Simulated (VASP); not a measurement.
# SnTe (I4mm) in VASP: single point with PBE

Aim: the single point of SnTe with PBE.

All numbers are computed with VASP 6.6.1; they aren't measurements. Logs are shortened: lines on timing, memory, paths and dates and some standing lists are left out, and cuts for length are marked.

## (1) The cell of the first run

The structure is tetragonal, space group I4mm (No. 107). Conventional cell: a = 4.533 Å, b = 4.533 Å, c = 6.410 Å, α = 90.00°, β = 90.00°, γ = 90.00°. Within 4.0 Å of Sn (site symmetry 4mm) lie 6 Te at 3.01 to 3.41 Å. Te (site symmetry 4mm) has 6 Sn at 3.01 to 3.41 Å within 4.0 Å.

## (2) Single point, PBE (atom 2 (Te) moved 0.2 Å along y)

INCAR

```
PREC = Accurate
ENCUT = 520
EDIFF = 1E-7
ISMEAR = 0
SIGMA = 0.05
LREAL = F
LASPH = T
NELM = 60
ALGO = Normal
ISIF = 2
LWAVE = F
LCHARG = F
GGA = PE
NBANDS = 17
```

KPOINTS

```
Automatic mesh
0
Gamma
  10 10 10
```

POSCAR

```
SnTe
1.0
    0.0000000000      3.2051414516      3.2051414516
    3.2051414516      0.0000000000      3.2051414516
    3.2051414516      3.2051414516      0.0000000000
Sn Te
1 1
Direct
    0.5000000000      0.5000000000      0.5000000000
    0.0311998711     -0.0311998711      0.0311998711
```

Potentials or basis: VASP PAW PBE potentials, release 64 (Sn_d, Te).

Run with:

```bash
cat potpaw_PBE.64/Sn_d/POTCAR potpaw_PBE.64/Te/POTCAR > POTCAR
mpirun -np 1 vasp_std > vasp.out
```

OUTCAR:

```text
PREC = Accurate
   ENCUT = 520
   EDIFF = 1E-7
   ISMEAR = 0
   LREAL = F
   LASPH = T
   NELM = 60
   ISIF = 2
   GGA = PE

 ion  position               nearest neighbor table
   1  0.500  0.500  0.500-   2 3.01   2 3.21   2 3.21   2 3.21   2 3.21   2 3.41
   2  0.031  0.969  0.031-   1 3.01   1 3.21   1 3.21   1 3.21   1 3.21   1 3.41

  LATTYP: Found a face centered cubic cell.
 ALAT       =     6.4102829032

  Lattice vectors:

 A1 = (   0.0000000000,   3.2051414516,   3.2051414516)
 A2 = (   3.2051414516,   0.0000000000,   3.2051414516)
 A3 = (   3.2051414516,   3.2051414516,   0.0000000000)

Analysis of symmetry for initial positions (statically):
=====================================================================
 Subroutine PRICEL returns:
 Original cell was already a primitive cell.

 Routine SETGRP: Setting up the symmetry group for a
 face centered cubic supercell.

 Subroutine GETGRP returns: Found  8 space group operations
 (whereof  8 operations were pure point group operations)
 out of a pool of 48 trial point group operations.

The static configuration has the point symmetry C_4v.

Analysis of symmetry for dynamics (positions and initial velocities):
=====================================================================
 Subroutine PRICEL returns:
 Original cell was already a primitive cell.

 Routine SETGRP: Setting up the symmetry group for a
 face centered cubic supercell.

 Subroutine GETGRP returns: Found  8 space group operations
 (whereof  8 operations were pure point group operations)
 out of a pool of 48 trial point group operations.

The dynamic configuration has the point symmetry C_4v.

 Subroutine INISYM returns: Found  8 space group operations
 (whereof  8 operations are pure point group operations),
 and found     1 'primitive' translations

----------------------------------------------------------------------------------------

                                     Primitive cell

  volume of cell :      65.8524

  direct lattice vectors                    reciprocal lattice vectors
     0.000000000  3.205141452  3.205141452    -0.155999355  0.155999355  0.155999355
     3.205141452  0.000000000  3.205141452     0.155999355 -0.155999355  0.155999355
     3.205141452  3.205141452  0.000000000     0.155999355  0.155999355 -0.155999355

  length of vectors
     4.532754510  4.532754510  4.532754510     0.270198809  0.270198809  0.270198809

  position of ions in fractional coordinates (direct lattice)
     0.500000000  0.500000000  0.500000000
     0.031199871  0.968800129  0.031199871

  ion indices of the primitive-cell ions
   primitive index   ion index
                 1           1
                 2           2

----------------------------------------------------------------------------------------

 KPOINTS: Automatic mesh

Automatic generation of k-mesh.
 Grid dimensions read from file:
 generate k-points for:   10   10   10

 Generating k-lattice:

  Cartesian coordinates                     Fractional coordinates (reciprocal lattice)
    -0.015599936  0.015599936  0.015599936     0.100000000  0.000000000  0.000000000
     0.015599936 -0.015599936  0.015599936     0.000000000  0.100000000  0.000000000
     0.015599936  0.015599936 -0.015599936     0.000000000  0.000000000  0.100000000

  Length of vectors
     0.027019881  0.027019881  0.027019881

  Shift w.r.t. Gamma in fractional coordinates (k-lattice)
     0.000000000  0.000000000  0.000000000

 Subroutine IBZKPT returns following result:
 ===========================================

 Found    102 irreducible k-points:

 Following reciprocal coordinates:
            Coordinates               Weight
  0.000000  0.000000  0.000000      1.000000
  0.100000  0.000000  0.000000      8.000000
  0.200000  0.000000  0.000000      8.000000
  0.300000  0.000000  0.000000      8.000000
  0.400000  0.000000  0.000000      8.000000
  0.500000  0.000000  0.000000      4.000000
[... 16 lines left out ...]
 -0.100000  0.100000  0.000000      8.000000
  0.100000  0.000000 -0.100000      4.000000
 [... further k-points ...]
   k-points           NKPTS =    102   k-points in BZ     NKDIM =    102   number of bands    NBANDS=     17
   number of dos      NEDOS =    301   number of ions     NIONS =      2
   total plane-waves  NPLWV =  46656
   dimension x,y,z NGX =    36 NGY =   36 NGZ =   36
   dimension x,y,z NGXF=    72 NGYF=   72 NGZF=   72
   ions per type =               1   1
   NGX,Y,Z   is equivalent  to a cutoff of  13.20, 13.20, 13.20 a.u.
   NGXF,Y,Z  is equivalent  to a cutoff of  26.41, 26.41, 26.41 a.u.
 SYSTEM =  unknown system
   PREC   = accura    normal or accurate (medium, high low for compatibility)
   ISTART =      0    job   : 0-new  1-cont  2-samecut
   ICHARG =      2    charge: 1-file 2-atom 10-const
   ISPIN  =      1    spin polarized calculation?
   LNONCOLLINEAR =      F non collinear calculations
   LSORBIT =      F    spin-orbit coupling
   LASPH  =      T    aspherical Exc in radial PAW
   ENCUT  =  520.0 eV  38.22 Ry    6.18 a.u.   8.43  8.43  8.43*2*pi/ulx,y,z
   NELM   =     60;   NELMIN=  2; NELMDL= -5     # of ELM steps
   EDIFF  = 0.1E-06   stopping-criterion for ELM
   LREAL  =      F    real-space projection
   EDIFFG = 0.1E-05   stopping-criterion for IOM
   NSW    =      0    number of steps for IOM
   IBRION =     -1    ionic relax: 0-MD 1-quasi-New 2-CG
   NFREE  =      0    steps in history (QN), initial steepest desc. (CG)
   ISIF   =      2    stress and relaxation
   ISYM   =      2    0-nonsym 1-usesym 2-fastsym
   POTIM  = 0.5000    time-step for ionic-motion
   TEBEG  =    0.0;   TEEND  =   0.0 temperature during run
   PSTRESS=    0.0 pullay stress
   NELECT =      20.0000    total number of electrons
   NUPDOWN=      -1.0000    fix difference up-down
   EMIN   =  10.00;   EMAX   =-10.00  energy-range for DOS
   EFERMI =   0.00;   METHOD = LEGACY
   ISMEAR =     0;   SIGMA  =   0.05  broadening in eV -4-tet -1-fermi 0-gaus
   EFERMI_NEDOS =   21; number of points for ismear=-14 and -15
   IALGO  =     38    algorithm
   IMIX   =      4    mixing-type and parameters
     AMIX     =   0.40;   BMIX     =  1.00
     AMIX_MAG =   1.60;   BMIX_MAG =  1.00
  volume/ion in A,a.u.               =      32.93       222.20
  Fermi-wavevector in a.u.,A,eV,Ry     =   1.100426  2.079504 16.475812  1.210938
  Thomas-Fermi vector in A             =   2.236837
   LORBIT       =      0    0 simple, 1 ext, 2 COOP (PROOUT), +10 PAW based schemes
   GGA     = PE    functional components
   LHFCALC =     F    Hartree Fock is set to
   AEXX    =    0.0000 exact exchange contribution
   IVDW    =     0    specifies the selected vdW correction
   LEPSILON=     F    determine dielectric tensor
   LRPA    =     F    only Hartree local field effects (RPA)
 non-spin polarized calculation
 Gauss-broadening in eV      SIGMA  =   0.05
  energy-cutoff  :      520.00
  volume of cell :       65.85
 maximum number of plane-waves:      1807
 NGX is ok and might be reduce to    36
   NGX = 17   NGY = 17   NGZ = 17

 number of electron      20.0000005 magnetization

 Free energy of the ion-electron system (eV)
  ---------------------------------------------------
  ext. energy  EPLUGINS =         0.00000000
  ---------------------------------------------------
  free energy    TOTEN  =        -7.56245603 eV

  energy without entropy =       -7.56245603  energy(sigma->0) =       -7.56245603

 E-fermi :   6.2966     XC(G=0):  -9.2567

 val. band max:        6.0961307858   @ k =   0.5000   0.0000   0.0000
 cond. band min:       6.6144717305   @ k =   0.5000   0.0000   0.0000
 fundamental gap:      0.5183409448
 Fermi energy:         6.2966259822

 k-point     1 :       0.0000    0.0000    0.0000
  band No.  band energies     occupation
      1     -15.5239      2.00000
      2     -15.5212      2.00000
      3     -15.5169      2.00000
      4     -15.5129      2.00000
      5     -15.5129      2.00000
      6      -6.1438      2.00000
[... 9 lines left out ...]
     16      11.3874      0.00000
     17      13.1619      0.00000

 k-point     2 :       0.1000    0.0000    0.0000
  band No.  band energies     occupation
      1     -15.5242      2.00000
      2     -15.5209      2.00000
      3     -15.5172      2.00000
      4     -15.5126      2.00000
      5     -15.5124      2.00000
      6      -6.0662      2.00000
[... 9 lines left out ...]
     16      11.4804      0.00000
     17      13.7929      0.00000

 k-point     3 :       0.2000    0.0000    0.0000
  band No.  band energies     occupation
      1     -15.5250      2.00000
      2     -15.5205      2.00000
      3     -15.5176      2.00000
      4     -15.5118      2.00000
      5     -15.5112      2.00000
      6      -5.8428      2.00000
[... 9 lines left out ...]
     16      11.9494      0.00000
     17      15.1538      0.00000

 k-point     4 :       0.3000    0.0000    0.0000
  band No.  band energies     occupation
      1     -15.5261      2.00000
      2     -15.5211      2.00000
      3     -15.5173      2.00000
      4     -15.5106      2.00000
      5     -15.5095      2.00000
      6      -5.5108      2.00000
[... 9 lines left out ...]
     16      12.8042      0.00000
     17      16.8208      0.00000
[... 343 lines left out ...]
      1     -15.5261      2.00000
      2     -15.5204      2.00000
      3     -15.5162      2.00000
      4     -15.5119      2.00000
      5     -15.5107      2.00000
      6      -5.6809      2.00000
[... 9 lines left out ...]
     16      13.2064      0.00000
     17      14.4800      0.00000

 k-point    23 :      -0.1000    0.1000    0.0000
  band No.  band energies     occupation
      1     -15.5244      2.00000
      2     -15.5207      2.00000
      3     -15.5179      2.00000
      4     -15.5123      2.00000
      5     -15.5113      2.00000
      6      -5.9396      2.00000
[... 9 lines left out ...]
     16      12.1546      0.00000
     17      13.6245      0.00000

 k-point    24 :       0.1000    0.0000   -0.1000
  band No.  band energies     occupation
      1     -15.5251      2.00000
      2     -15.5202      2.00000
      3     -15.5167      2.00000
      4     -15.5126      2.00000
      5     -15.5119      2.00000
      6      -5.9408      2.00000
[... 9 lines left out ...]
     16      12.1931      0.00000
     17      13.6636      0.00000

 [... further k-points ...]

------------------------ aborting loop because EDIFF is reached ----------------------------------------

  FORCE on cell =-STRESS in cart. coord.  units (eV):
  Direction    XX          YY          ZZ          XY          YZ          ZX
  --------------------------------------------------------------------------------------
  -------------------------------------------------------------------------------------
  Total        0.0312807      0.4718923      0.0312807     -0.0000000     -0.0000000     -0.0000000
  in kB        0.7610533     11.4810578      0.7610533     -0.0000000     -0.0000000     -0.0000000
  external PRESSURE =       4.3343882 kB  Pullay stress =       0.0000000 kB

 VOLUME and BASIS-vectors are now :
 -----------------------------------------------------------------------------
  energy-cutoff  :      520.00
  volume of cell :       65.85
      direct lattice vectors                 reciprocal lattice vectors
     0.000000000  3.205141452  3.205141452    -0.155999355  0.155999355  0.155999355
     3.205141452  0.000000000  3.205141452     0.155999355 -0.155999355  0.155999355
     3.205141452  3.205141452  0.000000000     0.155999355  0.155999355 -0.155999355

 POSITION                                       TOTAL-FORCE (eV/Angst)
 -----------------------------------------------------------------------------------
      3.20514      3.20514      3.20514         0.000000      0.098820      0.000000
      3.20514      0.20000      3.20514         0.000000     -0.098820      0.000000
 -----------------------------------------------------------------------------------
    total drift:                                0.000000      0.000158      0.000000

  FREE ENERGIE OF THE ION-ELECTRON SYSTEM (eV)
  ---------------------------------------------------
  free  energy   TOTEN  =        -7.5624560350 eV

  energy  without entropy=       -7.5624560349  energy(sigma->0) =       -7.56245603
```

Run time: 1.7 min. Hardware: 1 thread of AMD EPYC 7R13 (Zen 3), shared host; peak memory 0.25 GiB.

Results:

```yaml
Free_energy: -7.5625 eV
Pressure: 0.4 GPa
Largest_force: 0.099 eV/Å
Band_gap_on_the_k_mesh: 0.52 eV, direct
```

Forces in eV/Å, atoms in the order of the input:
```
Sn   0.000  0.099  0.000
Te   0.000 -0.099  0.000
```

Stress tensor (GPa, compression positive):
```
0.08 0.00 0.00
0.00 1.15 0.00
0.00 0.00 0.08
```

Levels at points of the mesh, in eV from the valence-band top:
```
           k point  band 6  band 7  band 8  band 9  band 10  band 11  band 12  band 13  band 14  band 15
(0.00, 0.00, 0.00)  -12.24   -4.61   -1.86   -1.74    -1.74     3.25     3.25     3.56     5.10     5.29
(0.50, 0.00, 0.00)  -11.10   -7.81   -1.63   -1.48     0.00     0.52     0.71     0.91     7.78     8.93
(0.50, 0.50, 0.00)  -10.85   -6.19   -4.99   -3.26    -3.23     2.38     5.03     5.12     6.23     9.09
(0.50, 0.00, 0.50)  -10.81   -6.49   -4.69   -3.27    -3.27     2.61     4.93     4.93     6.35     9.12
```

Caveat: the cell differs from its parent crystal (atom 2 (Te) moved 0.2 Å along y); spin-orbit coupling is left out, which moves the levels of the heavy elements.
